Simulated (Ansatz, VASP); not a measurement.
**One calculation of B, two programs**

```
CELL_PARAMETERS angstrom
0.00000 1.21581 1.21581
1.21581 0.00000 1.21581
1.21581 1.21581 0.00000
ATOMIC_POSITIONS crystal
B 0.00000 0.00000 0.00000
```

Change from the starting cell: volume scaled by 0.617, to set the pressure.

Alike in both runs: task single point; functional PBEsol; k mesh 26 × 26 × 26; occupations fermi-dirac, width 0.08 eV; no spin polarisation.

|  | VASP | Ansatz |
| --- | --- | --- |
| version | VASP 6.6.1 | Ansatz 0.2.0 |
| potentials or method | VASP PAW PBE potentials, release 64 (B) | PAW with Ansatz's default frozen-core files, scalar-relativistic |
| plane-wave cutoff (eV) | 500 | 420 |
| valence electrons in the cell | 3 | 3 |

```tsv
	VASP	Ansatz	Ansatz less VASP
pressure (GPa)	320.1	318.2	-1.90
```

VASP's potentials were made for PBE, not for PBEsol. Both programs put the cell under a high pressure, so it lies far from rest at this level. With one functional, cell and mesh, what is left measures potentials, basis and numerics.

Noted on VASP's run: the cell as given lies far from equilibrium.
